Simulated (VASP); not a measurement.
CdTe: single point with LDA

Crystal: CdTe.

```
CELL_PARAMETERS angstrom
0.00000 3.20446 3.20446
3.20446 0.00000 3.20446
3.20446 3.20446 0.00000
ATOMIC_POSITIONS crystal
Cd 0.00000 0.00000 0.00000
Te 0.25000 0.25000 0.25000
```

```yaml
Program: VASP 6.6.1
Task: single point
Functional: LDA
Potentials_or_basis: VASP PAW LDA potentials, release 64 (Cd, Te)
Cutoff: 500 eV
k_mesh: 10 × 10 × 10
Occupations: gaussian, width 0.02 eV
Spin: no spin polarisation
```

```yaml
Pressure: 0.3 GPa
Band_gap_on_the_k_mesh: 0.66 eV
```

Levels at points of the mesh, in eV from the valence-band top:
```tsv
k point	band 7	band 8	band 9	band 10	band 11	band 12
(0.00, 0.00, 0.00)	0.00	0.00	0.00	0.66	4.48	4.48
(0.50, 0.00, 0.00)	-4.69	-0.84	-0.84	1.69	5.08	5.08
(0.50, 0.50, 0.00)	-4.54	-2.01	-2.01	2.37	2.54	8.83
```

Run time: 85 s on 1 thread of AMD EPYC 7R13, on a shared host, peak memory 0.17 GiB.

Caveat: spin-orbit coupling is left out, which moves the levels of the heavy elements.
